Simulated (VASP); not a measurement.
Set up this calculation in VASP 6.6.1, as the native input.

```
Task                   : single point
Functional             : PBEsol
Potentials or basis    : VASP PAW PBE potentials, release 64 (Mn_pv, Nb_sv)
Cutoff                 : 520 eV
k mesh                 : 8 × 8 × 8
Occupations            : gaussian, width 0.05 eV
Spin                   : collinear spin, ferromagnetic start
Starting moments       : [3.2, 0.0, 0.0, 0.0] μB
Dipole correction      : no
Further INCAR settings : ALGO = Fast; EDIFF = 1e-06; NBANDS = 38
```

The structure of MnNb3 lies in POSCAR:

```
MnNb3
1.0
    4.0778225936      0.0000000000      0.0000000000
    0.0000000000      4.0778225936      0.0000000000
    0.0000000000      0.0000000000      4.0778225936
Mn Nb
1 3
Direct
    0.0000000000      0.0000000000      0.0000000000
    0.0000000000      0.5000000000      0.5000000000
    0.5000000000      0.5000000000      0.0000000000
    0.5000000000      0.0000000000      0.5000000000
```

This cell differs from its parent crystal: volume scaled by 1.020.

The input as run:

INCAR

```
SYSTEM = MnNb3
PREC = Accurate ; ENCUT = 520
EDIFF = 1E-6 ; ISMEAR = 0
SIGMA = 0.05 ; LREAL = .False.
LASPH = .True. ; NELM = 150
ALGO = Fast ; ISIF = 2
LWAVE = .False. ; LCHARG = .True.
ISPIN = 2 ; MAGMOM = 3.2 0 0 0
LORBIT = 11 ; LMAXMIX = 4
GGA = PS ; LELF = .True.
LVHAR = .True. ; NBANDS = 38
```

KPOINTS

```
regular mesh
0
Gamma
  8 8 8
  0 0 0
```

Potentials or basis: VASP PAW PBE potentials, release 64 (Mn_pv, Nb_sv).

Launch:

```sh
$ cat potpaw_PBE.64/Mn_pv/POTCAR potpaw_PBE.64/Nb_sv/POTCAR > POTCAR
$ mpirun -np 1 vasp_std > vasp.out
```

Results of the run:

The pressure is -3.0 GPa and the net moment is 2.97 μB per cell. The site moments are Mn +3.02; Nb -0.06 μB and the valence electrons inside the program's atomic spheres are Mn 11.63; Nb 10.71.

Caveat: the PAW data sets were made with another functional, which shifts forces and pressure a little.

Run time: 5.6 min on 1 thread of Intel(R) Xeon(R) 6975P-C (Granite Rapids) (shared host), peak memory 0.27 GiB.
